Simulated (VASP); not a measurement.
# Ca in VASP: a series of runs

Ca is run at these levels: PBE; tasks: single point, relaxation of the atoms.

Program: VASP 6.6.1. These are calculated values, not measurements. Logs are shortened: lines on timing, memory, paths and dates and some standing lists are left out, and cuts for length are marked.

## (1) The cell of the first run

The cell holds a slab with vacuum, 2 atoms: a = 3.907 Å, b = 3.907 Å, c = 18.190 Å, α = 90.00°, β = 90.00°, γ = 120.00°.

## (2) Single point, PBE

Contents of INCAR:

```
PREC     = Accurate       # precision mode
ENCUT    = 520            # plane-wave cutoff, eV
EDIFF    = 1E-7           # SCF threshold, eV
ISMEAR   = 0              # smearing method
SIGMA    = 0.1            # smearing width, eV
LREAL    = False          # projectors in reciprocal space
LASPH    = True           # aspherical terms in the spheres
NELM     = 80             # most SCF steps
ALGO     = Normal         # electronic algorithm
ISIF     = 2              # what is computed and relaxed
LWAVE    = False          # write WAVECAR
LCHARG   = False          # write CHGCAR
LDIPOL   = True         
IDIPOL   = 3            
DIPOL    = 0.5 0.5 0.500
GGA      = PE             # functional
NBANDS   = 17             # bands
```

Contents of KPOINTS:

```
Automatic mesh
0
Gamma
  9 9 1
```

Contents of POSCAR:

```
Ca
1.0
    3.9066182650      0.0000000000      0.0000000000
   -1.9533091325      3.3832306604      0.0000000000
    0.0000000000      0.0000000000     18.1897404564
Ca
2
Direct
    0.6666666667      0.3333333333      0.4123203417
    0.3333333333      0.6666666667      0.5876796583
```

Potentials or basis: VASP PAW PBE potentials, release 64 (Ca_sv).

The run is started by

```sh
$ cat potpaw_PBE.64/Ca_sv/POTCAR > POTCAR
$ mpirun -np 1 vasp_std > vasp.out
```

OUTCAR:

```text
PREC = Accurate
   ENCUT = 520
   EDIFF = 1E-7
   ISMEAR = 0
   LREAL = False
   LASPH = True
   NELM = 80
   ISIF = 2
   GGA = PE

 ion  position               nearest neighbor table
   1  0.667  0.333  0.412-
   2  0.333  0.667  0.588-

  LATTYP: Found a hexagonal cell.
 ALAT       =     3.9066182650
 C/A-ratio  =     4.6561345958

  Lattice vectors:

 A1 = (   3.9066182650,   0.0000000000,   0.0000000000)
 A2 = (  -1.9533091325,   3.3832306604,   0.0000000000)
 A3 = (   0.0000000000,   0.0000000000,  18.1897404564)

Analysis of symmetry for initial positions (statically):
=====================================================================
 Subroutine PRICEL returns:
 Original cell was already a primitive cell.

 Routine SETGRP: Setting up the symmetry group for a
 hexagonal supercell.

 Subroutine GETGRP returns: Found 12 space group operations
 (whereof 12 operations were pure point group operations)
 out of a pool of 24 trial point group operations.

The static configuration has the point symmetry D_3d.

Analysis of symmetry for dynamics (positions and initial velocities):
=====================================================================
 Subroutine PRICEL returns:
 Original cell was already a primitive cell.

 Routine SETGRP: Setting up the symmetry group for a
 hexagonal supercell.

 Subroutine GETGRP returns: Found 12 space group operations
 (whereof 12 operations were pure point group operations)
 out of a pool of 24 trial point group operations.

The dynamic configuration has the point symmetry D_3d.

 Subroutine INISYM returns: Found 12 space group operations
 (whereof 12 operations are pure point group operations),
 and found     1 'primitive' translations

----------------------------------------------------------------------------------------

                                     Primitive cell

  volume of cell :     240.4136

  direct lattice vectors                    reciprocal lattice vectors
     3.906618265  0.000000000  0.000000000     0.255975868  0.147787736  0.000000000
    -1.953309133  3.383230660  0.000000000     0.000000000  0.295575472  0.000000000
     0.000000000  0.000000000 18.189740456     0.000000000  0.000000000  0.054976046

  length of vectors
     3.906618265  3.906618265 18.189740456     0.295575472  0.295575472  0.054976046

  position of ions in fractional coordinates (direct lattice)
     0.666666667  0.333333333  0.412320342
     0.333333333  0.666666667  0.587679658

  ion indices of the primitive-cell ions
   primitive index   ion index
                 1           1
                 2           2

----------------------------------------------------------------------------------------

 KPOINTS: Automatic mesh

Automatic generation of k-mesh.
 Grid dimensions read from file:
 generate k-points for:    9    9    1

 Generating k-lattice:

  Cartesian coordinates                     Fractional coordinates (reciprocal lattice)
     0.028441763  0.016420860  0.000000000     0.111111111 -0.000000000  0.000000000
     0.000000000  0.032841719  0.000000000     0.000000000  0.111111111  0.000000000
     0.000000000  0.000000000  0.054976046     0.000000000  0.000000000  1.000000000

  Length of vectors
     0.032841719  0.032841719  0.054976046

  Shift w.r.t. Gamma in fractional coordinates (k-lattice)
     0.000000000  0.000000000  0.000000000

 Subroutine IBZKPT returns following result:
 ===========================================

 Found     12 irreducible k-points:

 Following reciprocal coordinates:
            Coordinates               Weight
  0.000000  0.000000  0.000000      1.000000
  0.111111  0.000000  0.000000      6.000000
  0.222222  0.000000  0.000000      6.000000
  0.333333  0.000000  0.000000      6.000000
  0.444444  0.000000  0.000000      6.000000
  0.111111  0.111111  0.000000      6.000000
  0.222222  0.111111  0.000000     12.000000
  0.333333  0.111111  0.000000     12.000000
  0.444444  0.111111  0.000000      6.000000
  0.222222  0.222222  0.000000      6.000000
  0.333333  0.222222  0.000000     12.000000
  0.333333  0.333333  0.000000      2.000000
   k-points           NKPTS =     12   k-points in BZ     NKDIM =     12   number of bands    NBANDS=     17
   number of dos      NEDOS =    301   number of ions     NIONS =      2
   total plane-waves  NPLWV = 126000
   dimension x,y,z NGX =    30 NGY =   30 NGZ =  140
   dimension x,y,z NGXF=    60 NGYF=   60 NGZF=  280
   ions per type =               2
   NGX,Y,Z   is equivalent  to a cutoff of  12.77, 12.77, 12.80 a.u.
   NGXF,Y,Z  is equivalent  to a cutoff of  25.53, 25.53, 25.59 a.u.
 SYSTEM =  unknown system
   PREC   = accura    normal or accurate (medium, high low for compatibility)
   ISTART =      0    job   : 0-new  1-cont  2-samecut
   ICHARG =      2    charge: 1-file 2-atom 10-const
   ISPIN  =      1    spin polarized calculation?
   LNONCOLLINEAR =      F non collinear calculations
   LSORBIT =      F    spin-orbit coupling
   LASPH  =      T    aspherical Exc in radial PAW
   ENCUT  =  520.0 eV  38.22 Ry    6.18 a.u.   7.26  7.26 33.82*2*pi/ulx,y,z
   NELM   =     80;   NELMIN=  2; NELMDL= -5     # of ELM steps
   EDIFF  = 0.1E-06   stopping-criterion for ELM
   LREAL  =      F    real-space projection
   EDIFFG = 0.1E-05   stopping-criterion for IOM
   NSW    =      0    number of steps for IOM
   IBRION =     -1    ionic relax: 0-MD 1-quasi-New 2-CG
   NFREE  =      0    steps in history (QN), initial steepest desc. (CG)
   ISIF   =      2    stress and relaxation
   ISYM   =      2    0-nonsym 1-usesym 2-fastsym
   POTIM  = 0.5000    time-step for ionic-motion
   TEBEG  =    0.0;   TEEND  =   0.0 temperature during run
   PSTRESS=    0.0 pullay stress
   NELECT =      20.0000    total number of electrons
   NUPDOWN=      -1.0000    fix difference up-down
   EMIN   =  10.00;   EMAX   =-10.00  energy-range for DOS
   EFERMI =   0.00;   METHOD = LEGACY
   ISMEAR =     0;   SIGMA  =   0.10  broadening in eV -4-tet -1-fermi 0-gaus
   EFERMI_NEDOS =   21; number of points for ismear=-14 and -15
   IALGO  =     38    algorithm
   IMIX   =      4    mixing-type and parameters
     AMIX     =   0.40;   BMIX     =  1.00
     AMIX_MAG =   1.60;   BMIX_MAG =  1.00
  volume/ion in A,a.u.               =     120.21       811.20
  Fermi-wavevector in a.u.,A,eV,Ry     =   0.714658  1.350508  6.948993  0.510737
  Thomas-Fermi vector in A             =   1.802616
   LORBIT       =      0    0 simple, 1 ext, 2 COOP (PROOUT), +10 PAW based schemes
   GGA     = PE    functional components
   LHFCALC =     F    Hartree Fock is set to
   AEXX    =    0.0000 exact exchange contribution
   IVDW    =     0    specifies the selected vdW correction
   LEPSILON=     F    determine dielectric tensor
   LRPA    =     F    only Hartree local field effects (RPA)
 non-spin polarized calculation
 Gauss-broadening in eV      SIGMA  =   0.10
  energy-cutoff  :      520.00
  volume of cell :      240.41
 maximum number of plane-waves:      6541
 NGX is ok and might be reduce to    30
   NGX = 15   NGY = 15   NGZ = 67

 dipolmoment           0.000000      0.000000      0.000000 electrons x Angstroem

 number of electron      19.9999993 magnetization

 dipolmoment           0.000000      0.000000     -0.000000 electrons x Angstroem

 Free energy of the ion-electron system (eV)
  ---------------------------------------------------
  ext. energy  EPLUGINS =         0.00000000
  ---------------------------------------------------
  free energy    TOTEN  =        -3.10376512 eV

  energy without entropy =       -3.08483562  energy(sigma->0) =       -3.09430037

 E-fermi :  -1.0326     XC(G=0):  -3.6413

 val. band max:       -1.0329810669   @ k =   0.3333   0.2222   0.0000
 cond. band min:      -1.0100700955   @ k =   0.3333   0.3333   0.0000
 fundamental gap:      0.0229109713
 Fermi energy:        -1.0326052207

 k-point     1 :       0.0000    0.0000    0.0000
  band No.  band energies     occupation
      1     -43.5028      2.00000
      2     -43.4962      2.00000
      3     -24.5748      2.00000
      4     -24.5086      2.00000
      5     -24.3997      2.00000
      6     -24.3997      2.00000
[... 9 lines left out ...]
     16       1.1234      0.00000
     17       1.1234      0.00000

 k-point     2 :       0.1111    0.0000    0.0000
  band No.  band energies     occupation
      1     -43.5016      2.00000
      2     -43.4954      2.00000
      3     -24.5716      2.00000
      4     -24.5092      2.00000
      5     -24.4114      2.00000
      6     -24.4031      2.00000
[... 9 lines left out ...]
     16       1.1346      0.00000
     17       1.2429      0.00000

 k-point     3 :       0.2222    0.0000    0.0000
  band No.  band energies     occupation
      1     -43.4985      2.00000
      2     -43.4932      2.00000
      3     -24.5633      2.00000
      4     -24.5118      2.00000
      5     -24.4405      2.00000
      6     -24.4324      2.00000
[... 9 lines left out ...]
     16       1.3660      0.00000
     17       1.5277      0.00000

 k-point     4 :       0.3333    0.0000    0.0000
  band No.  band energies     occupation
      1     -43.4947      2.00000
      2     -43.4910      2.00000
      3     -24.5533      2.00000
      4     -24.5184      2.00000
      5     -24.4718      2.00000
      6     -24.4648      2.00000
[... 9 lines left out ...]
     16       1.3317      0.00000
     17       1.4196      0.00000
[... 103 lines left out ...]
      1     -43.4930      2.00000
      2     -43.4901      2.00000
      3     -24.5477      2.00000
      4     -24.5206      2.00000
      5     -24.4733      2.00000
      6     -24.4687      2.00000
[... 9 lines left out ...]
     16       1.3226      0.00000
     17       1.5199      0.00000

 k-point    11 :       0.3333    0.2222    0.0000
  band No.  band energies     occupation
      1     -43.4908      2.00000
      2     -43.4893      2.00000
      3     -24.5396      2.00000
      4     -24.5267      2.00000
      5     -24.4824      2.00000
      6     -24.4737      2.00000
[... 9 lines left out ...]
     16       1.5679      0.00000
     17       1.6663      0.00000

 k-point    12 :       0.3333    0.3333    0.0000
  band No.  band energies     occupation
      1     -43.4895      2.00000
      2     -43.4895      2.00000
      3     -24.5318      2.00000
      4     -24.5318      2.00000
      5     -24.4768      2.00000
      6     -24.4620      2.00000
[... 9 lines left out ...]
     16       1.6700      0.00000
     17       1.7092      0.00000

------------------------ aborting loop because EDIFF is reached ----------------------------------------

 vacuum level on the upper side and lower side of the slab       (xc-potential included)        -0.333        -0.333

  FORCE on cell =-STRESS in cart. coord.  units (eV):
  Direction    XX          YY          ZZ          XY          YZ          ZX
  --------------------------------------------------------------------------------------
  -------------------------------------------------------------------------------------
  Total       -0.0461679     -0.0461679     -0.4608596      0.0000000      0.0000000      0.0000000
  in kB       -0.3076743     -0.3076743     -3.0712848      0.0000000      0.0000000      0.0000000
  external PRESSURE =      -1.2288778 kB  Pullay stress =       0.0000000 kB

 VOLUME and BASIS-vectors are now :
 -----------------------------------------------------------------------------
  energy-cutoff  :      520.00
  volume of cell :      240.41
      direct lattice vectors                 reciprocal lattice vectors
     3.906618265  0.000000000  0.000000000     0.255975868  0.147787736  0.000000000
    -1.953309133  3.383230660  0.000000000     0.000000000  0.295575472  0.000000000
     0.000000000  0.000000000 18.189740456     0.000000000  0.000000000  0.054976046

 POSITION                                       TOTAL-FORCE (eV/Angst)
 -----------------------------------------------------------------------------------
      1.95331      1.12774      7.50000        -0.000000      0.000000      0.139379
     -0.00000      2.25549     10.68974         0.000000     -0.000000     -0.139379
 -----------------------------------------------------------------------------------
    total drift:                               -0.000000     -0.000000     -0.000000

  FREE ENERGIE OF THE ION-ELECTRON SYSTEM (eV)
  ---------------------------------------------------
  free  energy   TOTEN  =        -3.1037651192 eV

  energy  without entropy=       -3.0848356160  energy(sigma->0) =       -3.09430037

 vacuum level on the upper side and lower side of the slab         1.596         1.596
```

Wall time 2.3 min (1 thread of Intel Xeon 6975P-C, shared host); peak memory 0.33 GiB.

What came out:

* Free energy: -3.1038 eV
* Largest force: 0.139 eV/Å
* Band gap on the k mesh: zero (band 10 reaches -1.01 eV, above the bottom of band 11 at -1.14 eV)

Forces in eV/Å, atoms in the order of the input:
```
Ca   0.000  0.000  0.139
Ca   0.000  0.000 -0.139
```

## (3) Single point, PBE

Contents of INCAR:

```
ALGO = Normal
DIPOL = 0.5 0.5 0.500
EDIFF = 1E-7
ENCUT = 520
GGA = PE
IDIPOL = 3
ISIF = 2
ISMEAR = 0
LASPH = True
LCHARG = False
LDIPOL = True
LREAL = False
LWAVE = False
NBANDS = 17
NELM = 80
PREC = Accurate
SIGMA = 0.1
```

Contents of KPOINTS:

```
k-points
0
Gamma
  9 9 1
```

Contents of POSCAR:

```
Ca
1.0
    3.9066182650      0.0000000000      0.0000000000
   -1.9533091325      3.3832306604      0.0000000000
    0.0000000000      0.0000000000     18.1897404564
Ca
2
Direct
    0.6666666667      0.3333333333      0.4175418852
    0.3333333333      0.6666666667      0.5824581148
```

Potentials or basis: VASP PAW PBE potentials, release 64 (Ca_sv).

The run is started by

```sh
$ cat potpaw_PBE.64/Ca_sv/POTCAR > POTCAR
$ mpirun -np 1 vasp_std > vasp.out
```

It took 2.7 min on 1 thread of Intel Xeon 6975P-C, shared host; peak memory 0.34 GiB.

Results (log left out):

| Item | Value |
| --- | --- |
| Free energy | -3.1182 eV |
| Band gap on the k mesh | zero (band 10 reaches -0.97 eV, above the bottom of band 11 at -0.99 eV) |

Forces in eV/Å, atoms in the order of the input:
```
Ca   0.000  0.000 -0.002
Ca   0.000  0.000  0.002
```

Levels at points of the mesh, in eV from the Fermi level:
```tsv
k point	band 8	band 9	band 10	band 11	band 12	band 13
(0.00, 0.00, 0.00)	-23.24	-3.69	-2.21	-0.04	0.59	1.69
```

## (4) Relaxation of the atoms, PBE

Contents of INCAR:

```
SYSTEM = Ca
PREC = Accurate
ENCUT = 520
EDIFF = 1E-7
ISMEAR = 0
SIGMA = 0.1
LREAL = .FALSE.
LASPH = .TRUE.
NELM = 60
ALGO = Normal
ISIF = 2
LWAVE = .FALSE.
LCHARG = .FALSE.
LDIPOL = .TRUE.
IDIPOL = 3
DIPOL = 0.5 0.5 0.500
GGA = PE
IBRION = 2
NSW = 80
EDIFFG = -0.02
```

Contents of KPOINTS:

```
regular mesh
0
G
  9 9 1
  0 0 0
```

Contents of POSCAR:

```
Ca
1.0
    3.9066182650      0.0000000000      0.0000000000
   -1.9533091325      3.3832306604      0.0000000000
    0.0000000000      0.0000000000     18.1897404564
Ca
2
Direct
    0.6666666667      0.3333333333      0.4123203417
    0.3333333333      0.6666666667      0.5876796583
```

The run is started by

```sh
$ cat potpaw_PBE.64/Ca_sv/POTCAR > POTCAR
$ mpirun -np 1 vasp_std > vasp.out
```

It used 300 s of CPU time on 1 thread of Intel Xeon 6975P-C (shared host).

It converged, with:

| Item | Value |
| --- | --- |
| Free energy | -3.1182 eV |
| Energy gained by relaxing | 7.2 meV/atom |
| Ionic steps | 6 |
| Largest force after relaxing | 0.008 eV/Å |
| Band gap on the k mesh | zero (band 10 reaches -0.97 eV, above the bottom of band 11 at -1.00 eV) |

Forces on the atoms (eV/Å):
```
Ca   0.000  0.000  0.008
Ca   0.000  0.000 -0.008
```

Step by step:
| step | energy change (eV) | largest force (eV/Å) | pressure (GPa) |
| --- | --- | --- | --- |
| 1 | 0.0000 | 0.1394 | -0.12 |
| 2 | -0.0018 | 0.1323 | -0.11 |
| 3 | -0.0067 | 0.1082 | -0.07 |
| 4 | -0.0131 | 0.0484 | 0.01 |
| 5 | -0.0079 | 0.1268 | 0.21 |
| 6 | -0.0144 | 0.0084 | 0.06 |

Final structure:
```
CELL_PARAMETERS angstrom
3.90662 0.00000 0.00000
-1.95331 3.38323 0.00000
0.00000 0.00000 18.18974
ATOMIC_POSITIONS crystal
Ca 0.66667 0.33333 0.41724
Ca 0.33333 0.66667 0.58276
```

Levels at points of the mesh, in eV from the Fermi level:
| k point | band 7 | band 8 | band 9 | band 10 | band 11 | band 12 | band 13 | band 14 |
| --- | --- | --- | --- | --- | --- | --- | --- | --- |
| (0.00, 0.00, 0.00) | -23.24 | -23.24 | -3.68 | -2.22 | -0.04 | 0.59 | 1.68 | 2.07 |
